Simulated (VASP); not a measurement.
# BN (P6_3/mmc) in VASP: single point with PBE

Aim: the single point of BN with PBE.

Everything below comes from runs of VASP 6.6.1. Logs are shortened: lines on timing, memory, paths and dates and some standing lists are left out, and cuts for length are marked.

### Step 1. The cell of the first run

The structure is hexagonal, space group P6_3/mmc (No. 194). Conventional cell: a = 2.498 Å, b = 2.498 Å, c = 6.636 Å, α = 90.00°, β = 90.00°, γ = 120.00°. B (site symmetry -6m2) has 3 N at 1.44 Å within 1.9 Å. Within 1.9 Å of N (site symmetry -6m2) lie 3 B at 1.44 Å.

### Step 2. Single point, PBE

Input file POSCAR:

```
BN
1.0
    2.4982400000      0.0000000000      0.0000000000
   -1.2491200000      2.1635393048      0.0000000000
    0.0000000000      0.0000000000      6.6357000000
B N
2 2
Direct
    0.3333333333      0.6666666667      0.2500000000
    0.6666666667      0.3333333333      0.7500000000
    0.3333333333      0.6666666667      0.7500000000
    0.6666666667      0.3333333333      0.2500000000
```

Input file INCAR.step1:

```
ALGO = Normal
EDIFF = 1E-6
ENCUT = 520
GGA = PE
ISIF = 2
ISMEAR = 0
LASPH = True
LCHARG = True
LREAL = False
LWAVE = False
NBANDS = 16
NELM = 80
PREC = Accurate
SIGMA = 0.05
```

Input file KPOINTS.step1:

```
k-points
0
Gamma
  15 15 4
```

Input file INCAR.step2:

```
ALGO = Normal
EDIFF = 1E-6
ENCUT = 520
GGA = PE
ICHARG = 11
ISIF = 2
ISMEAR = -5
LASPH = True
LCHARG = False
LORBIT = 11
LREAL = False
LWAVE = False
NEDOS = 2001
NELM = 80
PREC = Accurate
SIGMA = 0.05
```

Input file KPOINTS.step2:

```
k-points
0
Gamma
  23 23 6
```

Potentials or basis: VASP PAW PBE potentials, release 64 (B, N).

Command:

```bash
$ cat potpaw_PBE.64/B/POTCAR potpaw_PBE.64/N/POTCAR > POTCAR
$ cp INCAR.step1 INCAR
$ cp KPOINTS.step1 KPOINTS
$ mpirun -np 1 vasp_std > vasp.out
$ cp INCAR.step2 INCAR
$ cp KPOINTS.step2 KPOINTS
$ mpirun -np 1 vasp_std > vasp.out
```

OUTCAR:

```text
EDIFF = 1E-6
   ENCUT = 520
   GGA = PE
   ICHARG = 11
   ISIF = 2
   ISMEAR = -5
   LASPH = True
   LORBIT = 11
   LREAL = False
   NELM = 80
   PREC = Accurate

 ion  position               nearest neighbor table
   1  0.333  0.667  0.250-   4 1.44   4 1.44   4 1.44
   2  0.667  0.333  0.750-   3 1.44   3 1.44   3 1.44
   3  0.333  0.667  0.750-   2 1.44   2 1.44   2 1.44
   4  0.667  0.333  0.250-   1 1.44   1 1.44   1 1.44

  LATTYP: Found a hexagonal cell.
 ALAT       =     2.4982400000
 C/A-ratio  =     2.6561499296

  Lattice vectors:

 A1 = (   2.4982400000,   0.0000000000,   0.0000000000)
 A2 = (  -1.2491200000,   2.1635393048,   0.0000000000)
 A3 = (   0.0000000000,   0.0000000000,   6.6357000000)

Analysis of symmetry for initial positions (statically):
=====================================================================
 Subroutine PRICEL returns:
 Original cell was already a primitive cell.

 Routine SETGRP: Setting up the symmetry group for a
 hexagonal supercell.

 Subroutine GETGRP returns: Found 24 space group operations
 (whereof 12 operations were pure point group operations)
 out of a pool of 24 trial point group operations.

The static configuration has the point symmetry D_3d.
 The point group associated with its full space group is D_6h.

Analysis of symmetry for dynamics (positions and initial velocities):
=====================================================================
 Subroutine PRICEL returns:
 Original cell was already a primitive cell.

 Routine SETGRP: Setting up the symmetry group for a
 hexagonal supercell.

 Subroutine GETGRP returns: Found 24 space group operations
 (whereof 12 operations were pure point group operations)
 out of a pool of 24 trial point group operations.

The dynamic configuration has the point symmetry D_3d.
 The point group associated with its full space group is D_6h.

 Subroutine INISYM returns: Found 24 space group operations
 (whereof 12 operations are pure point group operations),
 and found     1 'primitive' translations

----------------------------------------------------------------------------------------

                                     Primitive cell

  volume of cell :      35.8662

  direct lattice vectors                    reciprocal lattice vectors
     2.498240000  0.000000000  0.000000000     0.400281798  0.231102804  0.000000000
    -1.249120000  2.163539305  0.000000000     0.000000000  0.462205608  0.000000000
     0.000000000  0.000000000  6.635700000     0.000000000  0.000000000  0.150700002

  length of vectors
     2.498240000  2.498240000  6.635700000     0.462205608  0.462205608  0.150700002

  position of ions in fractional coordinates (direct lattice)
     0.333333333  0.666666667  0.250000000
     0.666666667  0.333333333  0.750000000
     0.333333333  0.666666667  0.750000000
     0.666666667  0.333333333  0.250000000

  ion indices of the primitive-cell ions
   primitive index   ion index
                 1           1
                 2           2
                 3           3
                 4           4

----------------------------------------------------------------------------------------

 KPOINTS: k-points

Automatic generation of k-mesh.
 Grid dimensions read from file:
 generate k-points for:   23   23    6

 Generating k-lattice:

  Cartesian coordinates                     Fractional coordinates (reciprocal lattice)
     0.017403556  0.010047948  0.000000000     0.043478261 -0.000000000  0.000000000
     0.000000000  0.020095896  0.000000000     0.000000000  0.043478261  0.000000000
     0.000000000  0.000000000  0.025116667     0.000000000  0.000000000  0.166666667

  Length of vectors
     0.020095896  0.020095896  0.025116667

  Shift w.r.t. Gamma in fractional coordinates (k-lattice)
     0.000000000  0.000000000  0.000000000

 TETIRR: Found   3243 inequivalent tetrahedra from    19044

 Subroutine IBZKPT returns following result:
 ===========================================

 Found    224 irreducible k-points:

 Following reciprocal coordinates:
            Coordinates               Weight
  0.000000  0.000000  0.000000      1.000000
  0.043478  0.000000  0.000000      6.000000
  0.086957 -0.000000  0.000000      6.000000
  0.130435  0.000000  0.000000      6.000000
  0.173913  0.000000  0.000000      6.000000
  0.217391  0.000000  0.000000      6.000000
[... 16 lines left out ...]
  0.478261  0.043478  0.000000      6.000000
  0.086957  0.086957  0.000000      6.000000
 [... further k-points ...]
   k-points           NKPTS =    224   k-points in BZ     NKDIM =    224   number of bands    NBANDS=     12
   number of dos      NEDOS =   2001   number of ions     NIONS =      4
   total plane-waves  NPLWV =  20000
   dimension x,y,z NGX =    20 NGY =   20 NGZ =   50
   dimension x,y,z NGXF=    40 NGYF=   40 NGZF=  100
   ions per type =               2   2
   NGX,Y,Z   is equivalent  to a cutoff of  13.31, 13.31, 12.53 a.u.
   NGXF,Y,Z  is equivalent  to a cutoff of  26.62, 26.62, 25.05 a.u.
 SYSTEM =  unknown system
   PREC   = accura    normal or accurate (medium, high low for compatibility)
   ISTART =      0    job   : 0-new  1-cont  2-samecut
   ICHARG =     11    charge: 1-file 2-atom 10-const
   ISPIN  =      1    spin polarized calculation?
   LNONCOLLINEAR =      F non collinear calculations
   LSORBIT =      F    spin-orbit coupling
   LASPH  =      T    aspherical Exc in radial PAW
   ENCUT  =  520.0 eV  38.22 Ry    6.18 a.u.   4.65  4.65 12.34*2*pi/ulx,y,z
   NELM   =     80;   NELMIN=  2; NELMDL=  0     # of ELM steps
   EDIFF  = 0.1E-05   stopping-criterion for ELM
   LREAL  =      F    real-space projection
   EDIFFG = 0.1E-04   stopping-criterion for IOM
   NSW    =      0    number of steps for IOM
   IBRION =     -1    ionic relax: 0-MD 1-quasi-New 2-CG
   NFREE  =      0    steps in history (QN), initial steepest desc. (CG)
   ISIF   =      2    stress and relaxation
   ISYM   =      2    0-nonsym 1-usesym 2-fastsym
   POTIM  = 0.5000    time-step for ionic-motion
   TEBEG  =    0.0;   TEEND  =   0.0 temperature during run
   PSTRESS=    0.0 pullay stress
   NELECT =      16.0000    total number of electrons
   NUPDOWN=      -1.0000    fix difference up-down
   EMIN   =  10.00;   EMAX   =-10.00  energy-range for DOS
   EFERMI =   0.00;   METHOD = LEGACY
   ISMEAR =    -5;   SIGMA  =   0.05  broadening in eV -4-tet -1-fermi 0-gaus
   EFERMI_NEDOS =   21; number of points for ismear=-14 and -15
   IALGO  =     38    algorithm
   IMIX   =      4    mixing-type and parameters
     AMIX     =   0.40;   BMIX     =  1.00
     AMIX_MAG =   1.60;   BMIX_MAG =  1.00
  volume/ion in A,a.u.               =       8.97        60.51
  Fermi-wavevector in a.u.,A,eV,Ry     =   1.250891  2.363842 21.289433  1.564729
  Thomas-Fermi vector in A             =   2.384864
   LORBIT       =     11    0 simple, 1 ext, 2 COOP (PROOUT), +10 PAW based schemes
   GGA     = PE    functional components
   LHFCALC =     F    Hartree Fock is set to
   AEXX    =    0.0000 exact exchange contribution
   IVDW    =     0    specifies the selected vdW correction
   LEPSILON=     F    determine dielectric tensor
   LRPA    =     F    only Hartree local field effects (RPA)
 non-spin polarized calculation
 Fermi weights with tetrahedron method with Bloechl corrections
  energy-cutoff  :      520.00
  volume of cell :       35.87
 maximum number of plane-waves:       985
 NGX is ok and might be reduce to    20

 number of electron      15.9999997 magnetization

 Free energy of the ion-electron system (eV)
  ---------------------------------------------------
  ext. energy  EPLUGINS =         0.00000000
  ---------------------------------------------------
  free energy    TOTEN  =       -35.14690206 eV

  energy without entropy =      -35.14690206  energy(sigma->0) =      -35.14690206

 E-fermi :   2.3610     XC(G=0): -10.0886

 val. band max:        2.3549105625   @ k =   0.3043   0.3043   0.0000
 cond. band min:       6.6146756423   @ k =   0.4783   0.0435   0.0000
 fundamental gap:      4.2597650798
 Fermi energy:         2.3610198612

 k-point     1 :       0.0000    0.0000    0.0000
  band No.  band energies     occupation
      1     -15.5316      2.00000
      2     -15.2363      2.00000
      3      -3.9420      2.00000
      4      -1.8138      2.00000
      5       0.9861      2.00000
      6       0.9862      2.00000
      7       1.0231      2.00000
      8       1.0231      2.00000
      9       7.5741      0.00000
     10      12.6587      0.00000
     11      13.9172      0.00000
     12      13.9751      0.00000

 k-point     2 :       0.0435    0.0000    0.0000
  band No.  band energies     occupation
      1     -15.4943      2.00000
      2     -15.2002      2.00000
      3      -3.8908      2.00000
      4      -1.7678      2.00000
      5       0.8285      2.00000
      6       0.8635      2.00000
      7       0.9116      2.00000
      8       0.9498      2.00000
      9       7.6440      0.00000
     10      12.6360      0.00000
     11      13.8857      0.00000
     12      14.0111      0.00000

 k-point     3 :       0.0870   -0.0000    0.0000
  band No.  band energies     occupation
      1     -15.3828      2.00000
      2     -15.0925      2.00000
      3      -3.7377      2.00000
      4      -1.6303      2.00000
      5       0.3792      2.00000
      6       0.4117      2.00000
      7       0.7015      2.00000
      8       0.7430      2.00000
      9       7.8432      0.00000
     10      12.5584      0.00000
     11      13.7473      0.00000
     12      13.9577      0.00000

 k-point     4 :       0.1304    0.0000    0.0000
  band No.  band energies     occupation
      1     -15.1988      2.00000
      2     -14.9148      2.00000
      3      -3.4841      2.00000
      4      -1.4037      2.00000
      5      -0.3019      2.00000
      6      -0.2679      2.00000
      7       0.3908      2.00000
      8       0.4365      2.00000
      9       8.1502      0.00000
     10      12.3984      0.00000
     11      13.5522      0.00000
     12      13.9481      0.00000

 k-point     5 :       0.1739    0.0000    0.0000
  band No.  band energies     occupation
      1     -14.9451      2.00000
      2     -14.6702      2.00000
      3      -3.1329      2.00000
      4      -1.1426      2.00000
      5      -1.1016      2.00000
      6      -1.0921      2.00000
      7       0.0213      2.00000
      8       0.0713      2.00000
      9       8.5458      0.00000
     10      12.1129      0.00000
     11      13.3410      0.00000
     12      13.4229      0.00000
[... 228 lines left out ...]
      1     -12.7274      2.00000
      2     -12.5805      2.00000
      3      -5.9685      2.00000
      4      -5.8864      2.00000
      5      -1.7992      2.00000
      6      -1.7341      2.00000
      7       0.1315      2.00000
      8       1.5151      2.00000
      9       7.4722      0.00000
     10       8.6699      0.00000
     11      11.6078      0.00000
     12      12.5851      0.00000

 k-point    22 :       0.4348    0.0435    0.0000
  band No.  band energies     occupation
      1     -12.4156      2.00000
      2     -12.3155      2.00000
      3      -6.4330      2.00000
      4      -6.3608      2.00000
      5      -1.9168      2.00000
      6      -1.8509      2.00000
      7       0.6673      2.00000
      8       1.8052      2.00000
      9       6.8436      0.00000
     10       8.1561      0.00000
     11      11.9402      0.00000
     12      12.5263      0.00000

 k-point    23 :       0.4783    0.0435    0.0000
  band No.  band energies     occupation
      1     -12.2925      2.00000
      2     -12.2220      2.00000
      3      -6.5986      2.00000
      4      -6.5338      2.00000
      5      -1.9564      2.00000
      6      -1.8902      2.00000
      7       0.8922      2.00000
      8       1.8945      2.00000
      9       6.6147      0.00000
     10       7.9622      0.00000
     11      12.0517      0.00000
     12      12.5065      0.00000

 k-point    24 :       0.0870    0.0870    0.0000
  band No.  band energies     occupation
      1     -15.0894      2.00000
      2     -14.8093      2.00000
      3      -3.3330      2.00000
      4      -1.2692      2.00000
      5      -0.5995      2.00000
      6      -0.5787      2.00000
      7       0.1428      2.00000
      8       0.1852      2.00000
      9       8.3338      0.00000
     10      12.2903      0.00000
     11      13.8545      0.00000
     12      13.8908      0.00000

 [... further k-points ...]

------------------------ aborting loop because EDIFF is reached ----------------------------------------

  FORCE on cell =-STRESS in cart. coord.  units (eV):
  Direction    XX          YY          ZZ          XY          YZ          ZX
  --------------------------------------------------------------------------------------
  -------------------------------------------------------------------------------------
  Total        1.4086793      1.4086793      0.6360730      0.0000000     -0.0000000      0.0000000
  in kB       62.9269992     62.9269992     28.4139654      0.0000000     -0.0000000      0.0000000
  external PRESSURE =      51.4226546 kB  Pullay stress =       0.0000000 kB

 VOLUME and BASIS-vectors are now :
 -----------------------------------------------------------------------------
  energy-cutoff  :      520.00
  volume of cell :       35.87
      direct lattice vectors                 reciprocal lattice vectors
     2.498240000  0.000000000  0.000000000     0.400281798  0.231102804  0.000000000
    -1.249120000  2.163539305  0.000000000     0.000000000  0.462205608  0.000000000
     0.000000000  0.000000000  6.635700000     0.000000000  0.000000000  0.150700002

 POSITION                                       TOTAL-FORCE (eV/Angst)
 -----------------------------------------------------------------------------------
     -0.00000      1.44236      1.65892        -0.000000      0.000000      0.000000
      1.24912      0.72118      4.97677         0.000000     -0.000000      0.000000
     -0.00000      1.44236      4.97677        -0.000000      0.000000      0.000000
      1.24912      0.72118      1.65892         0.000000     -0.000000      0.000000
 -----------------------------------------------------------------------------------
    total drift:                                0.000000     -0.000000      0.000000

  FREE ENERGIE OF THE ION-ELECTRON SYSTEM (eV)
  ---------------------------------------------------
  free  energy   TOTEN  =       -35.1469020605 eV

  energy  without entropy=      -35.1469020605  energy(sigma->0) =      -35.14690206

 total charge

# of ion       s       p       d       tot
------------------------------------------
    1        0.748   1.436   0.000   2.183
    2        0.748   1.436   0.000   2.183
    3        1.227   2.804   0.000   4.031
    4        1.227   2.804   0.000   4.031
--------------------------------------------------
tot          3.949   8.479   0.000  12.428
```

Wall time 2.6 min (1 thread of Intel Xeon 8259CL, shared host); peak memory 0.21 GiB.

Results:

```
Valence electrons inside the program's atomic spheres : B 2.18; N 4.03
```

Levels at points of the mesh, in eV from the valence-band top:
| k point | band 6 | band 7 | band 8 | band 9 | band 10 | band 11 |
| --- | --- | --- | --- | --- | --- | --- |
| (0.00, 0.00, 0.00) | -1.37 | -1.33 | -1.33 | 5.22 | 10.30 | 11.56 |
| (0.00, 0.00, 0.50) | -1.35 | -1.35 | -1.35 | 7.60 | 7.60 | 11.62 |

Caveat: this functional lacks dispersion, which binds the layers, so the pressure and a relaxed spacing across them are unreliable.
